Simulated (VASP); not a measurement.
Wanted: the native input for a VASP 6.6.1 run.

```yaml
Task: single point
Functional: r2SCAN
Potentials_or_basis: VASP PAW PBE potentials, release 64 (Al, N)
Cutoff: 520 eV
k_mesh: 8 × 8 × 2
Occupations: gaussian, width 0.05 eV
Spin: no spin polarisation
Dipole_correction: no
Further_INCAR_settings: ALGO = Normal; EDIFF = 1e-07; NBANDS = 36
```

The system is AlN.

```xyz
12
Lattice="2.1840 -2.1840 0.0000 2.1840 0.0000 -2.1840 10.9200 7.6440 7.6440" Properties=species:S:1:pos:R:3 pbc="T T T"
Al    3.4577   -0.9103   -0.9103
Al    7.8257    7.8257    7.8257
Al    3.4577    1.2737    1.2737
Al    7.8257    3.4577    3.4577
Al    3.4577    3.4577    3.4577
Al    7.8257    5.6417    5.6417
N     6.7337    2.3657    2.3657
N     6.7337    0.1817    0.1817
N     6.7337    4.5497    4.5497
N    11.1017    6.7337    6.7337
N     6.7337    6.7337    6.7337
N     2.3657    0.1817    0.1817
```

The input as run:

POSCAR

```
AlN
1.0
    2.1839935596     -2.1839935596      0.0000000000
    2.1839935596      0.0000000000     -2.1839935596
   10.9199677980      7.6439774586      7.6439774586
Al N
6 6
Direct
    0.6354333333      0.6354333333      0.0624666667
   -0.4479000000     -0.4479000000      0.8958000000
    0.2187666667      0.2187666667      0.2291333333
    0.3854333333      0.3854333333      0.5624666667
   -0.1979000000     -0.1979000000      0.3958000000
   -0.0312333333     -0.0312333333      0.7291333333
    0.4479333333      0.4479333333      0.4374666667
    0.8646000000      0.8646000000      0.2708000000
    0.0312666667      0.0312666667      0.6041333333
    0.1979333333      0.1979333333      0.9374666667
   -0.3854000000     -0.3854000000      0.7708000000
    0.2812666667      0.2812666667      0.1041333333
```

INCAR.step1

```
SYSTEM = AlN
PREC = Accurate
ENCUT = 520
ISMEAR = 0
SIGMA = 0.05
LREAL = .False.
LASPH = .True.
NELM = 80
NBANDS = 36
GGA = PE
ALGO = Normal
EDIFF = 1E-4
LWAVE = .True.
LCHARG = .False.
```

INCAR.step2

```
SYSTEM = AlN
PREC = Accurate
ENCUT = 520
EDIFF = 1E-7
ISMEAR = 0
SIGMA = 0.05
LREAL = .False.
LASPH = .True.
NELM = 80
ALGO = Normal
ISIF = 2
LWAVE = .False.
LCHARG = .True.
METAGGA = R2SCAN
LMIXTAU = .True.
LELF = .True.
LVHAR = .True.
NBANDS = 36
ISTART = 1
```

KPOINTS

```
Automatic mesh
0
Gamma
  8 8 2
  0 0 0
```

Potentials or basis: VASP PAW PBE potentials, release 64 (Al, N).

Launch:

```bash
$ cat potpaw_PBE.64/Al/POTCAR potpaw_PBE.64/N/POTCAR > POTCAR
$ cp INCAR.step1 INCAR
$ mpirun -np 1 vasp_std > vasp.out
$ cp INCAR.step2 INCAR
$ mpirun -np 1 vasp_std > vasp.out
```

It gave:

```json
{
  "Pressure": "-1.4 GPa",
  "Largest force": "0.937 eV/Å",
  "Band gap on the k mesh": "3.60 eV (least direct gap 4.04 eV)"
}
```

Caveat: the PAW data sets were made with another functional, which shifts forces and pressure a little.

Run time: 23 min on 1 thread of Oxide Virtual Turin-like Processor, with other jobs on the host, peak memory 0.31 GiB.
